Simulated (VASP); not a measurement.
## TiC: single point with LDA

TiC:

```
Ti C
1.0
     0.00000    2.16400    2.16400
     2.16400    0.00000    2.16400
     2.16400    2.16400    0.00000
Ti C
1 1
Direct
  0.04621 0.04621 0.95379
  0.50000 0.50000 0.50000
```

This cell differs from its parent crystal: all Ti atoms moved -0.200 Å, as atom 1 towards its neighbour atom 2 (C) at 2.164 Å.

```json
{
  "Program": "VASP 6.6.1",
  "Task": "single point",
  "Functional": "LDA",
  "Potentials or basis": "VASP PAW LDA potentials, release 64 (Ti_sv, C)",
  "Cutoff": "520 eV",
  "k mesh": "18 × 18 × 18",
  "Occupations": "gaussian, width 0.15 eV",
  "Spin": "no spin polarisation"
}
```

The pressure is -6.5 GPa, the largest force is 1.923 eV/Å and the band gap on the k mesh is zero (band 8 reaches 9.73 eV, above the bottom of band 9 at 8.71 eV).

Forces in eV/Å, atoms in the order of the input:
```
Ti   0.000  0.000 -1.923
C    0.000  0.000  1.923
```

Stress tensor (GPa, compression positive):
```
-10.64   0.00   0.00
  0.00 -10.64   0.00
  0.00   0.00   1.87
```

Levels at points of the mesh, in eV from the Fermi level:
```
           k point  band 5  band 6  band 7  band 8  band 9  band 10  band 11  band 12
(0.00, 0.00, 0.00)  -12.22   -0.18   -0.18    0.09    0.60     1.69     2.55     2.55
(0.50, 0.00, 0.00)   -8.73   -5.84   -2.91   -2.85    2.77     2.87     4.06     6.98
(0.50, 0.50, 0.00)   -9.92   -3.25   -1.73   -0.04   -0.04     2.71     3.44     3.44
(0.00, 0.50, 0.50)   -9.91   -3.42   -2.44   -0.27    0.83     3.11     3.43     3.44
```

Wall time 48 s on 1 thread of Intel(R) Xeon(R) 6975P-C (Granite Rapids) (shared host), peak memory 0.25 GiB.

Caveat: the cell differs from its parent crystal (all Ti atoms moved -0.200 Å, as atom 1 towards its neighbour atom 2 (C) at 2.164 Å); forces of over 1 eV/Å act on the atoms, so gaps and moduli don't describe the material at rest.
